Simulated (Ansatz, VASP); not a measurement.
**One calculation of BaTiO3, two programs**

```xyz
5
Lattice="3.9555 0.0000 0.0000 0.0000 3.9555 0.0000 0.0000 0.0000 4.1654" Properties=species:S:1:pos:R:3 pbc="T T T"
Ba    1.9777    1.9777    2.4579
Ti    0.0000    0.0000    0.4448
O     0.0000    1.9777    0.2521
O     1.9777    0.0000    0.2521
O     0.0000    0.0000    2.2579
```

Change from the starting cell: strain along c alone, the other axes held, atoms relaxed: +3.0 %.

Alike in both runs: functional PBEsol; k mesh 8 × 8 × 8; occupations gaussian, width 0.02 eV; no spin polarisation.

Ansatz relaxed the structure, and its values are those at the end. VASP's run is a single point on that final structure, the one shown.

|  | VASP | Ansatz |
| --- | --- | --- |
| version | VASP 6.6.1 | Ansatz 0.2.0 |
| potentials or method | VASP PAW PBE potentials, release 64 (Ba_sv, Ti_sv, O), cutoff 520 eV | scalar-relativistic, plane waves, PAW |
| valence electrons in the cell | 40 | 40 |

|  | VASP | Ansatz | Ansatz less VASP |
| --- | --- | --- | --- |
| gap on the k mesh at the Fermi level (eV) | 1.78 | 1.84 | +0.059 |
| least direct gap on the mesh (eV) | 2.34 | 2.37 | +0.035 |
| pressure (GPa) | -1.0 | -2.8 | -1.77 |
| rms of the force components (eV/Å) | 0.032 | 0.001 | -0.0310 |

VASP's potentials were made for PBE, not for PBEsol. With one functional, cell and mesh, what is left measures potentials, basis and numerics. Ansatz's warnings: stress scf threshold loose.

Spin-orbit coupling is off throughout.
